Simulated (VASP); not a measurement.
Wanted: the native input for a VASP 6.6.1 run.

```
Task                   : single point
Functional             : PBEsol
Potentials or basis    : VASP PAW PBE potentials, release 64 (Mg, S)
Cutoff                 : 600 eV
k mesh                 : 7 × 7 × 7
Occupations            : gaussian, width 0.02 eV
Spin                   : no spin polarisation
Dipole correction      : no
Further INCAR settings : ALGO = Normal; EDIFF = 1e-06; NBANDS = 11
```

The structure of MgS lies in POSCAR:

```
MgS
1.0
    0.0000000000      2.3380225249      2.3380225249
    2.3380225249      0.0000000000      2.3380225249
    2.3380225249      2.3380225249      0.0000000000
Mg S
1 1
Direct
    0.0000000000      0.0000000000      0.0000000000
    0.5000000000      0.5000000000      0.5000000000
```

The input as run:

INCAR

```
SYSTEM = MgS
PREC = Accurate
ENCUT = 600
EDIFF = 1E-6
ISMEAR = 0
SIGMA = 0.02
LREAL = .False.
LASPH = .True.
NELM = 120
ALGO = Normal
ISIF = 2
LWAVE = .False.
LCHARG = .False.
GGA = PS
NBANDS = 11
GGA_COMPAT = .False.
```

KPOINTS

```
regular mesh
0
Gamma
  7 7 7
  0 0 0
```

Potentials or basis: VASP PAW PBE potentials, release 64 (Mg, S).

Run with:

```bash
$ cat potpaw_PBE.64/Mg/POTCAR potpaw_PBE.64/S/POTCAR > POTCAR
$ mpirun -np 1 vasp_std > vasp.out
```

Results of the run:

```
Pressure               : 45.2 GPa
Band gap on the k mesh : 3.03 eV (least direct gap 5.52 eV)
```

Caveat: the cell stands under pressure; the PAW data sets were made with another functional, which shifts forces and pressure a little; an odd mesh through Γ misses points on the zone boundary, where band edges can lie.

It took 9.2 s on 1 thread of AMD EPYC 7R13 Processor (Zen 3) (shared host), peak memory 0.13 GiB.
